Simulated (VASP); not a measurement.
# BN (P6_3mc) in VASP: further runs

The runs below take BN through single point, with r2SCAN.

All numbers are computed with VASP 6.6.1; they aren't measurements. Logs are shortened: lines on timing, memory, paths and dates and some standing lists are left out, and cuts for length are marked.

## Step 1: The cell of the first run

The structure is hexagonal, space group P6_3mc (No. 186). The conventional cell has a = 2.350 Å, b = 2.350 Å, c = 4.058 Å, α = 90.00°, β = 90.00°, γ = 120.00°. B (site symmetry 3m) has 4 N at 1.45 to 1.52 Å within 1.9 Å. N (site symmetry 3m) has 4 B at 1.45 to 1.52 Å within 1.9 Å.

## Step 2: Single point, r2SCAN (strain -0.080 along x and y, -0.040 along z)

POSCAR

```
BN
1.0
    2.3496244336      0.0000000000      0.0000000000
   -1.1748122168      2.0348344488      0.0000000000
    0.0000000000      0.0000000000      4.0577808000
B N
2 2
Direct
    0.6666666667      0.3333333333      0.9997240000
    0.3333333333      0.6666666667      0.4997240000
    0.6666666667      0.3333333333      0.6252760000
    0.3333333333      0.6666666667      0.1252760000
```

INCAR.step1

```
PREC = Accurate
ENCUT = 520
ISMEAR = 0
SIGMA = 0.05
LREAL = False
LASPH = True
NELM = 80
NBANDS = 16
GGA = PE
ALGO = Normal
EDIFF = 1E-4
LWAVE = True
LCHARG = False
```

INCAR.step2

```
PREC = Accurate
ENCUT = 520
EDIFF = 1E-6
ISMEAR = 0
SIGMA = 0.05
LREAL = False
LASPH = True
NELM = 80
ALGO = Normal
ISIF = 2
LWAVE = False
LCHARG = True
METAGGA = R2SCAN
LMIXTAU = True
LELF = True
LVHAR = True
NBANDS = 16
ISTART = 1
```

KPOINTS

```
Automatic mesh
0
Gamma
  12 12 6
```

Potentials or basis: VASP PAW PBE potentials, release 64 (B, N).

Run with:

```console
cat potpaw_PBE.64/B/POTCAR potpaw_PBE.64/N/POTCAR > POTCAR
cp INCAR.step1 INCAR
mpirun -np 1 vasp_std > vasp.out
cp INCAR.step2 INCAR
mpirun -np 1 vasp_std > vasp.out
```

OUTCAR:

```text
PREC = Accurate
   ENCUT = 520
   EDIFF = 1E-6
   ISMEAR = 0
   LREAL = False
   LASPH = True
   NELM = 80
   ISIF = 2
   METAGGA = R2SCAN
   ISTART = 1

 ion  position               nearest neighbor table
   1  0.667  0.333  1.000-   4 1.45   4 1.45   4 1.45   3 1.52
   2  0.333  0.667  0.500-   3 1.45   3 1.45   3 1.45   4 1.52
   3  0.667  0.333  0.625-   2 1.45   2 1.45   2 1.45   1 1.52
   4  0.333  0.667  0.125-   1 1.45   1 1.45   1 1.45   2 1.52

  LATTYP: Found a hexagonal cell.
 ALAT       =     2.3496244336
 C/A-ratio  =     1.7269912340

  Lattice vectors:

 A1 = (   2.3496244336,   0.0000000000,   0.0000000000)
 A2 = (  -1.1748122168,   2.0348344488,   0.0000000000)
 A3 = (   0.0000000000,   0.0000000000,   4.0577808000)

Analysis of symmetry for initial positions (statically):
=====================================================================
 Subroutine PRICEL returns:
 Original cell was already a primitive cell.

 Routine SETGRP: Setting up the symmetry group for a
 hexagonal supercell.

 Subroutine GETGRP returns: Found 12 space group operations
 (whereof  6 operations were pure point group operations)
 out of a pool of 24 trial point group operations.

The static configuration has the point symmetry C_3v.
 The point group associated with its full space group is C_6v.

Analysis of symmetry for dynamics (positions and initial velocities):
=====================================================================
 Subroutine PRICEL returns:
 Original cell was already a primitive cell.

 Routine SETGRP: Setting up the symmetry group for a
 hexagonal supercell.

 Subroutine GETGRP returns: Found 12 space group operations
 (whereof  6 operations were pure point group operations)
 out of a pool of 24 trial point group operations.

The dynamic configuration has the point symmetry C_3v.
 The point group associated with its full space group is C_6v.

 Subroutine INISYM returns: Found 12 space group operations
 (whereof  6 operations are pure point group operations),
 and found     1 'primitive' translations

----------------------------------------------------------------------------------------

                                     Primitive cell

  volume of cell :      19.4006

  direct lattice vectors                    reciprocal lattice vectors
     2.349624434  0.000000000  0.000000000     0.425599932  0.245720236  0.000000000
    -1.174812217  2.034834449  0.000000000     0.000000000  0.491440471  0.000000000
     0.000000000  0.000000000  4.057780800     0.000000000  0.000000000  0.246440123

  length of vectors
     2.349624434  2.349624434  4.057780800     0.491440471  0.491440471  0.246440123

  position of ions in fractional coordinates (direct lattice)
     0.666666667  0.333333333  0.999724000
     0.333333333  0.666666667  0.499724000
     0.666666667  0.333333333  0.625276000
     0.333333333  0.666666667  0.125276000

  ion indices of the primitive-cell ions
   primitive index   ion index
                 1           1
                 2           2
                 3           3
                 4           4

----------------------------------------------------------------------------------------

 KPOINTS: Automatic mesh

Automatic generation of k-mesh.
 Grid dimensions read from file:
 generate k-points for:   12   12    6

 Generating k-lattice:

  Cartesian coordinates                     Fractional coordinates (reciprocal lattice)
     0.035466661  0.020476686  0.000000000     0.083333333  0.000000000  0.000000000
     0.000000000  0.040953373  0.000000000     0.000000000  0.083333333  0.000000000
     0.000000000  0.000000000  0.041073354     0.000000000  0.000000000  0.166666667

  Length of vectors
     0.040953373  0.040953373  0.041073354

  Shift w.r.t. Gamma in fractional coordinates (k-lattice)
     0.000000000  0.000000000  0.000000000

 Subroutine IBZKPT returns following result:
 ===========================================

 Found     76 irreducible k-points:

 Following reciprocal coordinates:
            Coordinates               Weight
  0.000000  0.000000  0.000000      1.000000
  0.083333  0.000000  0.000000      6.000000
  0.166667  0.000000  0.000000      6.000000
  0.250000  0.000000  0.000000      6.000000
  0.333333  0.000000  0.000000      6.000000
  0.416667  0.000000  0.000000      6.000000
[... 16 lines left out ...]
  0.250000  0.000000  0.166667     12.000000
  0.333333  0.000000  0.166667     12.000000
 [... further k-points ...]
   k-points           NKPTS =     76   k-points in BZ     NKDIM =     76   number of bands    NBANDS=     16
   number of dos      NEDOS =    301   number of ions     NIONS =      4
   total plane-waves  NPLWV =   9720
   dimension x,y,z NGX =    18 NGY =   18 NGZ =   30
   dimension x,y,z NGXF=    36 NGYF=   36 NGZF=   60
   ions per type =               2   2
   NGX,Y,Z   is equivalent  to a cutoff of  12.74, 12.74, 12.29 a.u.
[... 34 lines left out ...]
  Thomas-Fermi vector in A             =   2.642056
   LORBIT       =      0    0 simple, 1 ext, 2 COOP (PROOUT), +10 PAW based schemes
   METAGGA = R2SCAN    functional components
   LHFCALC =     F    Hartree Fock is set to
   AEXX    =    0.0000 exact exchange contribution
   IVDW    =     0    specifies the selected vdW correction
   LEPSILON=     F    determine dielectric tensor
   LRPA    =     F    only Hartree local field effects (RPA)
 non-spin polarized calculation
 Gauss-broadening in eV      SIGMA  =   0.05
  energy-cutoff  :      520.00
  volume of cell :       19.40
 maximum number of plane-waves:       549
 NGX is ok and might be reduce to    18
   NGX =  9   NGY =  9   NGZ = 15

 number of electron      15.9999996 magnetization

 Free energy of the ion-electron system (eV)
  ---------------------------------------------------
  ext. energy  EPLUGINS =         0.00000000
  ---------------------------------------------------
  free energy    TOTEN  =       -36.87996959 eV

  energy without entropy =      -36.87996959  energy(sigma->0) =      -36.87996959

 E-fermi :  10.4947     XC(G=0): -14.7172

 val. band max:       10.1653127737   @ k =   0.0000   0.0000   0.0000
 cond. band min:      15.2774093874   @ k =   0.3333   0.3333   0.0000
 fundamental gap:      5.1120966136
 Fermi energy:        10.4947429219

 k-point     1 :       0.0000    0.0000    0.0000
  band No.  band energies     occupation
      1     -13.9221      2.00000
      2      -9.1453      2.00000
      3      -3.4436      2.00000
      4       7.8505      2.00000
      5       7.8505      2.00000
      6       9.4970      2.00000
[... 8 lines left out ...]
     15      25.5938      0.00000
     16      29.7651      0.00000

 k-point     2 :       0.0833    0.0000    0.0000
  band No.  band energies     occupation
      1     -13.7342      2.00000
      2      -8.9901      2.00000
      3      -3.2581      2.00000
      4       7.0079      2.00000
      5       7.4709      2.00000
      6       9.3277      2.00000
[... 8 lines left out ...]
     15      26.2481      0.00000
     16      29.3803      0.00000

 k-point     3 :       0.1667    0.0000    0.0000
  band No.  band energies     occupation
      1     -13.1749      2.00000
      2      -8.5401      2.00000
      3      -2.7082      2.00000
      4       4.9528      2.00000
      5       6.5924      2.00000
      6       7.7274      2.00000
[... 8 lines left out ...]
     15      27.4464      0.00000
     16      28.4039      0.00000

 k-point     4 :       0.2500    0.0000    0.0000
  band No.  band energies     occupation
      1     -12.2602      2.00000
      2      -7.8560      2.00000
      3      -1.8216      2.00000
      4       2.4758      2.00000
      5       5.5250      2.00000
      6       5.6226      2.00000
[... 8 lines left out ...]
     15      28.7039      0.00000
     16      29.8193      0.00000
[... 324 lines left out ...]
 k-point    22 :       0.1667    0.0000    0.1667
  band No.  band energies     occupation
      1     -12.9901      2.00000
      2      -9.1772      2.00000
      3      -1.7482      2.00000
      4       5.1034      2.00000
      5       6.7389      2.00000
      6       7.2854      2.00000
[... 8 lines left out ...]
     15      27.5514      0.00000
     16      28.6390      0.00000

 k-point    23 :       0.2500    0.0000    0.1667
  band No.  band energies     occupation
      1     -12.0801      2.00000
      2      -8.4348      2.00000
      3      -0.9851      2.00000
      4       2.6769      2.00000
      5       5.0957      2.00000
      6       5.7775      2.00000
[... 8 lines left out ...]
     15      28.2792      0.00000
     16      29.8329      0.00000

 k-point    24 :       0.3333    0.0000    0.1667
  band No.  band energies     occupation
      1     -10.8591      2.00000
      2      -7.5791      2.00000
      3      -0.5845      2.00000
      4       0.9910      2.00000
      5       2.8185      2.00000
      6       4.9739      2.00000
[... 8 lines left out ...]
     15      30.1188      0.00000
     16      30.6581      0.00000

 [... further k-points ...]
[... 5 lines left out ...]
  --------------------------------------------------------------------------------------
  -------------------------------------------------------------------------------------
  Total       16.2350201     16.2350201      8.1266689      0.0000000      0.0000000      0.0000000
  in kB     1340.7484346   1340.7484345    671.1305938      0.0000000      0.0000000      0.0000000
  external PRESSURE =    1117.5424876 kB  Pullay stress =       0.0000000 kB

 VOLUME and BASIS-vectors are now :
 -----------------------------------------------------------------------------
  energy-cutoff  :      520.00
  volume of cell :       19.40
      direct lattice vectors                 reciprocal lattice vectors
     2.349624434  0.000000000  0.000000000     0.425599932  0.245720236  0.000000000
    -1.174812217  2.034834449  0.000000000     0.000000000  0.491440471  0.000000000
     0.000000000  0.000000000  4.057780800     0.000000000  0.000000000  0.246440123

 POSITION                                       TOTAL-FORCE (eV/Angst)
 -----------------------------------------------------------------------------------
      1.17481      0.67828      4.05666        -0.000000     -0.000000     -0.598365
     -0.00000      1.35656      2.02777         0.000000     -0.000000     -0.598365
      1.17481      0.67828      2.53723         0.000000     -0.000000      0.598365
     -0.00000      1.35656      0.50834        -0.000000      0.000000      0.598365
 -----------------------------------------------------------------------------------
    total drift:                                0.000000      0.000000      0.000159

  FREE ENERGIE OF THE ION-ELECTRON SYSTEM (eV)
  ---------------------------------------------------
  free  energy   TOTEN  =       -36.8799695921 eV

  energy  without entropy=      -36.8799695921  energy(sigma->0) =      -36.87996959
```

Run time: 62 s. Hardware: 1 thread of Intel Xeon Platinum 8488C (Sapphire Rapids), shared host; peak memory 0.13 GiB.

What came out:

- Free energy: -36.8800 eV
- Pressure: 111.8 GPa
- Largest force: 0.598 eV/Å
- Band gap on the k mesh: 5.11 eV, indirect (least direct gap 8.78 eV)

Forces in eV/Å, atoms in the order of the input:
```
B    0.000  0.000 -0.598
B    0.000  0.000 -0.598
N    0.000  0.000  0.598
N    0.000  0.000  0.598
```

Caveat: the cell differs from its parent crystal (strain -0.080 along x and y, -0.040 along z); the PAW data sets were made with another functional, which shifts forces and pressure a little.

## Step 3: Single point, r2SCAN (strain -0.040 along x and y, +0.040 along z)

POSCAR

```
BN
1.0
    2.4517820176      0.0000000000      0.0000000000
   -1.2258910088      2.1233055118      0.0000000000
    0.0000000000      0.0000000000      4.3959292000
B N
2 2
Direct
    0.6666666667      0.3333333333      0.9997240000
    0.3333333333      0.6666666667      0.4997240000
    0.6666666667      0.3333333333      0.6252760000
    0.3333333333      0.6666666667      0.1252760000
```

INCAR.step1

```
ALGO     = Normal         # electronic algorithm
EDIFF    = 1E-4           # SCF threshold, eV
ENCUT    = 520            # plane-wave cutoff, eV
GGA      = PE             # functional
ISMEAR   = 0              # smearing method
LASPH    = T              # aspherical terms in the spheres
LCHARG   = F              # write CHGCAR
LREAL    = F              # projectors in reciprocal space
LWAVE    = T              # write WAVECAR
NBANDS   = 16             # bands
NELM     = 100            # most SCF steps
PREC     = Accurate       # precision mode
SIGMA    = 0.05           # smearing width, eV
```

INCAR.step2

```
ALGO     = Normal         # electronic algorithm
EDIFF    = 1E-6           # SCF threshold, eV
ENCUT    = 520            # plane-wave cutoff, eV
ISIF     = 2              # what is computed and relaxed
ISMEAR   = 0              # smearing method
ISTART   = 1            
LASPH    = T              # aspherical terms in the spheres
LCHARG   = F              # write CHGCAR
LMIXTAU  = T            
LREAL    = F              # projectors in reciprocal space
LWAVE    = F              # write WAVECAR
METAGGA  = R2SCAN         # meta-GGA
NBANDS   = 16             # bands
NELM     = 100            # most SCF steps
PREC     = Accurate       # precision mode
SIGMA    = 0.05           # smearing width, eV
```

KPOINTS

```
k-points
0
Gamma
  12 12 6
```

Potentials or basis: VASP PAW PBE potentials, release 64 (B, N).

Run with:

```console
cat potpaw_PBE.64/B/POTCAR potpaw_PBE.64/N/POTCAR > POTCAR
cp INCAR.step1 INCAR
mpirun -np 1 vasp_std > vasp.out
cp INCAR.step2 INCAR
mpirun -np 1 vasp_std > vasp.out
```

Wall time 61 s (1 thread of Intel Xeon Platinum 8488C (Sapphire Rapids), shared host); peak memory 0.14 GiB.

The run converged. Its results:

```
Free energy            : -37.9075 eV
Pressure               : 16.8 GPa
Largest force          : 0.155 eV/Å
Band gap on the k mesh : 5.32 eV, indirect (least direct gap 6.69 eV)
```

Forces on the atoms (eV/Å):
```
B    0.000  0.000  0.155
B    0.000  0.000  0.155
N    0.000  0.000 -0.155
N    0.000  0.000 -0.155
```

Stress tensor (GPa, compression positive):
```
 44.73   0.00   0.00
  0.00  44.73   0.00
  0.00   0.00 -39.02
```

Levels at points of the mesh, in eV from the valence-band top:
```csv
k point,band 5,band 6,band 7,band 8,band 9,band 10,band 11,band 12
"(0.00, 0.00, 0.00)",-1.70,-0.81,0.00,0.00,6.69,9.93,9.93,12.28
"(0.50, 0.00, 0.00)",-7.27,-4.96,-4.61,-2.61,7.97,8.14,11.89,12.03
"(0.00, 0.00, 0.50)",-0.92,-0.92,-0.92,-0.92,11.26,11.26,11.33,11.33
"(0.50, 0.00, 0.50)",-4.28,-4.28,-3.93,-3.93,6.73,6.73,10.72,10.72
```

Caveat: the cell differs from its parent crystal (strain -0.040 along x and y, +0.040 along z); the PAW data sets were made with another functional, which shifts forces and pressure a little.

## Step 4: Single point, r2SCAN (strain -0.040 along x and y, +0.040 along z)

POSCAR is that of step 3.

INCAR.step1

```
ALGO     = Normal         # electronic algorithm
EDIFF    = 1E-5           # SCF threshold, eV
ENCUT    = 910            # plane-wave cutoff, eV
GGA      = PE             # functional
GGA_COMPAT= F            
ISMEAR   = 0              # smearing method
LASPH    = T              # aspherical terms in the spheres
LCHARG   = F              # write CHGCAR
LREAL    = F              # projectors in reciprocal space
LWAVE    = T              # write WAVECAR
NBANDS   = 16             # bands
NELM     = 120            # most SCF steps
PREC     = Accurate       # precision mode
SIGMA    = 0.05           # smearing width, eV
```

Edit INCAR.step2 of step 3 so:

```diff
@@ -2,3 +2,4 @@
 EDIFF    = 1E-6           # SCF threshold, eV
-ENCUT    = 520            # plane-wave cutoff, eV
+ENCUT    = 910            # plane-wave cutoff, eV
+GGA_COMPAT= F            
 ISIF     = 2              # what is computed and relaxed
@@ -13,3 +14,3 @@
 NBANDS   = 16             # bands
-NELM     = 100            # most SCF steps
+NELM     = 120            # most SCF steps
 PREC     = Accurate       # precision mode
```

KPOINTS is that of step 3.

Potentials or basis: VASP PAW PBE potentials, release 64 (B_h, N_h).

Run with:

```console
cat potpaw_PBE.64/B_h/POTCAR potpaw_PBE.64/N_h/POTCAR > POTCAR
cp INCAR.step1 INCAR
mpirun -np 1 vasp_std > vasp.out
cp INCAR.step2 INCAR
mpirun -np 1 vasp_std > vasp.out
```

Run time: 87 s. Hardware: 1 thread of Intel Xeon Platinum 8488C (Sapphire Rapids), shared host; peak memory 0.19 GiB.

Results (log left out):

* Free energy: -37.9716 eV
* Pressure: 15.0 GPa
* Largest force: 0.181 eV/Å
* Band gap on the k mesh: 5.34 eV, indirect (least direct gap 6.69 eV)

Forces in eV/Å, atoms in the order of the input:
```
B    0.000  0.000  0.181
B    0.000  0.000  0.181
N    0.000  0.000 -0.181
N    0.000  0.000 -0.181
```

Stress tensor (GPa, compression positive):
```
 42.74   0.00   0.00
  0.00  42.74   0.00
  0.00   0.00 -40.56
```

Levels at points of the mesh, in eV from the valence-band top:
```tsv
k point	band 5	band 6	band 7	band 8	band 9	band 10	band 11	band 12
(0.00, 0.00, 0.00)	-1.70	-0.81	0.00	0.00	6.69	9.96	9.96	12.28
(0.50, 0.00, 0.00)	-7.27	-4.95	-4.60	-2.60	7.98	8.16	11.88	12.05
(0.00, 0.00, 0.50)	-0.92	-0.92	-0.92	-0.92	11.26	11.26	11.36	11.36
(0.50, 0.00, 0.50)	-4.27	-4.27	-3.92	-3.92	6.74	6.74	10.72	10.72
```

Caveat: the cell differs from its parent crystal (strain -0.040 along x and y, +0.040 along z); the cutoff is under 1.25 times the usual one of these potentials, so pressure, stress and relaxed cells hold a basis-set (Pulay) error; the PAW data sets were made with another functional, which shifts forces and pressure a little.

## Step 5: Overview

| potentials or basis | cell | cutoff (eV) | second run | gap on the mesh (eV) | pressure (GPa) | largest force (eV/Å) |
| --- | --- | --- | --- | --- | --- | --- |
| VASP PAW PBE potentials, release 64 (B, N) | a = 2.350, b = 2.350, c = 4.058 Å, angles 90.0, 90.0, 120.0°, 4 atoms | 520 | - | 5.11 | 111.8 | 0.60 |
| VASP PAW PBE potentials, release 64 (B, N) | a = 2.452, b = 2.452, c = 4.396 Å, angles 90.0, 90.0, 120.0°, 4 atoms | 520 | - | 5.32 | 16.8 | 0.15 |
| VASP PAW PBE potentials, release 64 (B_h, N_h) | a = 2.452, b = 2.452, c = 4.396 Å, angles 90.0, 90.0, 120.0°, 4 atoms | 910 | hard_potentials | 5.34 | 15.0 | 0.18 |

Alike in all rows: task single point; level r2SCAN; no spin polarisation; k mesh 12 × 12 × 6; smearing gaussian 0.05 eV.

Caveats: the PAW data sets were made with another functional, which shifts forces and pressure a little; the cutoff is under 1.25 times the usual one of these potentials, so pressure, stress and relaxed cells hold a basis-set (Pulay) error (some runs).

Absolute energies hang on the potentials; compare differences alone.
